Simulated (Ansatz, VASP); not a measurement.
**One calculation of KHf, two programs**

INCAR

```
SYSTEM = KHf
PREC     = Accurate       ! precision mode
ENCUT    = 600            ! plane-wave cutoff, eV
EDIFF    = 1E-6           ! SCF threshold, eV
ISMEAR   = 0              ! smearing method
SIGMA    = 0.1            ! smearing width, eV
LREAL    = .FALSE.        ! projectors in reciprocal space
LASPH    = .TRUE.         ! aspherical terms in the spheres
NELM     = 60             ! most SCF steps
ALGO     = Fast           ! electronic algorithm
ISIF     = 3              ! what is computed and relaxed
LWAVE    = .FALSE.        ! write WAVECAR
LCHARG   = .FALSE.        ! write CHGCAR
GGA      = PE             ! functional
IBRION   = 2              ! ionic algorithm
NSW      = 100            ! ionic steps
EDIFFG   = -0.01          ! ionic threshold
```

The input KPOINTS:

```
Automatic mesh
0
G
  14 14 14
  0 0 0
```

POSCAR

```
KHf
1.0
    4.0064360472      0.0000000000      0.0000000000
    0.0000000000      4.0064360472      0.0000000000
    0.0000000000      0.0000000000      4.0064360472
K Hf
1 1
Direct
    0.0000000000      0.0000000000      0.0000000000
    0.5000000000      0.5000000000      0.5000000000
```

Input for Ansatz:

```yaml
crystal:
  lattice:
    - [4.0064360472, 0.0, 0.0]
    - [0.0, 4.0064360472, 0.0]
    - [0.0, 0.0, 4.0064360472]
  atoms:
    - { symbol: K, position: [0.0, 0.0, 0.0] }
    - { symbol: Hf, position: [0.5, 0.5, 0.5] }
basis:
  ecutwfc: 420
kpoints:
  mp_grid: { grid: [14, 14, 14] }
hamiltonian:
  xc: pbe
scf:
  occupations: { method: gaussian, width: 0.1 }
output:
  forces: true
  stress: true
  eigenvalues: true
  write_density: true
  write_potential: true
  elf: true
  volumetric_format: npy
relax:
  adjacent_minimum: "off"
  f_tol: 0.01
  max_steps: 80
  cell: { stress_tol: 0.05 }
```

Alike in both runs: task relaxation of cell and atoms; functional PBE; k mesh 14 × 14 × 14; occupations gaussian, width 0.1 eV; no spin polarisation.

|  | VASP | Ansatz |
| --- | --- | --- |
| version | VASP 6.6.1 | Ansatz 0.2.0 |
| potentials or method | VASP PAW PBE potentials, release 64 (K_sv, Hf_pv), cutoff 600 eV | scalar-relativistic, plane waves, PAW |
| valence electrons in the cell | 19 | 35 |

```tsv
	VASP	Ansatz	Ansatz less VASP
gap on the k mesh at the Fermi level, each at its own relaxed structure (eV)	none	none	-
relaxed volume (Å³/atom)	32.15	32.15	0.000
relaxed cell length with the largest relative difference (Å)	4.006	4.006	0.0000
```

A gap of «none» marks a metal or a gap that the smearing closes. VASP's potentials hold 19 valence electrons a cell and Ansatz's 35, so a difference there can come from the potentials and not from the codes.

Neither program's run includes spin-orbit coupling. Noted on VASP's run: the relaxation stopped at its first step, so nothing moved.
